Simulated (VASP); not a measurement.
A run of VASP 6.6.1 is set up as follows.

The input POSCAR:

```
AgCl
1.0
    0.0000000000      2.7237608988      2.7237608988
    2.7237608988      0.0000000000      2.7237608988
    2.7237608988      2.7237608988      0.0000000000
Ag Cl
1 1
Direct
    0.0000000000      0.0000000000      0.0000000000
    0.5000000000      0.5000000000      0.5000000000
```

File INCAR.step1:

```
SYSTEM = AgCl
  ALGO = Normal
  EDIFF = 1E-5
  ENCUT = 520
  GGA = PE
  ISIF = 2
  ISMEAR = 0
  LASPH = .True.
  LCHARG = .False.
  LREAL = .False.
  LUSENCCL = .False.
  LWAVE = .True.
  NBANDS = 16
  NELM = 60
  PREC = Accurate
  SIGMA = 0.01
```

The input INCAR.step2:

```
SYSTEM = AgCl
  ALGO = Normal
  EDIFF = 1E-6
  ENCUT = 520
  GGA = PE
  HFSCREEN = 0.2079
  ISIF = 2
  ISMEAR = 0
  ISTART = 1
  LASPH = .True.
  LCHARG = .False.
  LHFCALC = .True.
  LREAL = .False.
  LUSENCCL = .False.
  LWAVE = .False.
  NBANDS = 16
  NELM = 60
  PREC = Accurate
  PRECFOCK = Normal
  SIGMA = 0.01
```

KPOINTS

```
k-points
0
Gamma
  6 6 6
  0 0 0
```

Potentials or basis: VASP PAW PBE potentials, release 64 (Ag, Cl).

Command:

```console
$ cat potpaw_PBE.64/Ag/POTCAR potpaw_PBE.64/Cl/POTCAR > POTCAR
$ cp INCAR.step1 INCAR
$ mpirun -np 1 vasp_std > vasp.out
$ cp INCAR.step2 INCAR
$ mpirun -np 1 vasp_std > vasp.out
```

What does it give for the band gap on the k mesh?

2.38 eV (least direct gap 4.86 eV).

Predict the pressure.

4.2 GPa.

Caveat: the cell stands under pressure; the PAW data sets were made with another functional, which shifts forces and pressure a little. A k mesh can miss the band edges.
